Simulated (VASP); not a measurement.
# AlNi: single point with PBE-based screened hybrid

Crystal: AlNi.

```xyz
2
Lattice="2.8810 0.0000 0.0000 0.0000 2.8810 0.0000 0.0000 0.0000 2.8810" Properties=species:S:1:pos:R:3 pbc="T T T"
Ni    1.4405    1.4405    1.4405
Al    0.0000    0.0000    0.0000
```

- Program: VASP 6.6.1
- Task: single point
- Functional: PBE-based screened hybrid
- Potentials or basis: VASP PAW PBE potentials, release 64 (Ni, Al)
- Cutoff: 520 eV
- k mesh: 5 × 5 × 5
- Occupations: fermi-dirac, width 0.05 eV
- Spin: collinear spin, ferromagnetic start
- Starting moments: [1.0, 0.0] μB

```yaml
Pressure: -1.6 GPa
Net_moment: 0.44 μB per cell
Site_moments: Ni +0.40; Al +0.02 μB
Valence_electrons_inside_the_program's_atomic_spheres: Ni 9.54; Al 0.86
```

Levels at points of the mesh, in eV from the Fermi level:
Spin up:
```tsv
k point	band 4	band 5	band 6	band 7	band 8	band 9
(0.00, 0.00, 0.00)	-2.64	-2.64	-2.64	6.18	6.18	6.18
```
Spin down:
| k point | band 3 | band 4 | band 5 | band 6 | band 7 | band 8 | band 9 | band 10 |
| --- | --- | --- | --- | --- | --- | --- | --- | --- |
| (0.00, 0.00, 0.00) | -3.58 | -2.21 | -2.21 | -2.21 | 6.27 | 6.27 | 6.27 | 9.22 |

Run time: 16 min on 1 thread of Intel(R) Xeon(R) Platinum 8488C (Sapphire Rapids), with other jobs on the host, peak memory 0.25 GiB.

Caveat: the k points lie up to 0.44 Å⁻¹ apart; the PAW data sets were made with another functional, which shifts forces and pressure a little.
